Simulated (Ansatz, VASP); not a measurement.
**BaTe in VASP and in Ansatz**

```
Ba Te
1.0
     0.00000    3.53339    3.53339
     3.53339    0.00000    3.53339
     3.53339    3.53339    0.00000
Ba Te
1 1
Direct
  0.00000 0.00000 0.00000
  0.50000 0.50000 0.50000
```

Alike in both runs: task single point; functional PBE; k mesh 6 × 6 × 6; non-collinear spin, spin-orbit coupling.

|  | VASP | Ansatz |
| --- | --- | --- |
| version | VASP 6.6.1 | Ansatz 0.2.0 |
| potentials or method | VASP PAW PBE potentials, release 64 (Ba_sv, Te) | plane waves, PAW |
| plane-wave cutoff (eV) | 520 | 420 |
| occupations | gaussian, width 0.01 eV | fixed |
| valence electrons in the cell | 16 | 26 |

|  | VASP | Ansatz | Ansatz less VASP |
| --- | --- | --- | --- |
| pressure (GPa) | 0.3 | 0.0 | -0.31 |

VASP's potentials hold 16 valence electrons a cell and Ansatz's 26, so a difference there can come from the potentials and not from the codes.
